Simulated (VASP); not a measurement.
Here is a VASP 6.6.1 calculation.

The input INCAR:

```
SYSTEM = HfO2
ALGO     = Normal         ! electronic algorithm
EDIFF    = 1E-6           ! SCF threshold, eV
ENCUT    = 600            ! plane-wave cutoff, eV
GGA      = PE             ! functional
GGA_COMPAT= .False.      
ISIF     = 2              ! what is computed and relaxed
ISMEAR   = 0              ! smearing method
LASPH    = .True.         ! aspherical terms in the spheres
LCHARG   = .False.        ! write CHGCAR
LREAL    = .False.        ! projectors in reciprocal space
LWAVE    = .False.        ! write WAVECAR
NBANDS   = 18             ! bands
NELM     = 120            ! most SCF steps
PREC     = Accurate       ! precision mode
SIGMA    = 0.1            ! smearing width, eV
```

Contents of KPOINTS:

```
k-points
0
Gamma
  8 8 8
  0 0 0
```

Contents of POSCAR:

```
HfO2
1.0
    0.0000000000      2.5476040193      2.5476040193
    2.5476040193      0.0000000000      2.5476040193
    2.5476040193      2.5476040193      0.0000000000
Hf O
1 2
Direct
    0.0000000000      0.0000000000      0.0000000000
    0.2500000000      0.2500000000      0.2500000000
    0.7500000000      0.7500000000      0.7500000000
```

Potentials or basis: VASP PAW PBE potentials, release 64 (Hf_pv, O).

Run with:

```bash
$ cat potpaw_PBE.64/Hf_pv/POTCAR potpaw_PBE.64/O/POTCAR > POTCAR
$ mpirun -np 1 vasp_std > vasp.out
```

Question: What does it give for the pressure?

Answer: -3.5 GPa.

Question: What does it give for the band gap on the k mesh?

Answer: 3.76 eV.

Caveat: the cell stands under tension; spin-orbit coupling is left out, which moves the levels of the heavy elements. A k mesh can miss the band edges.
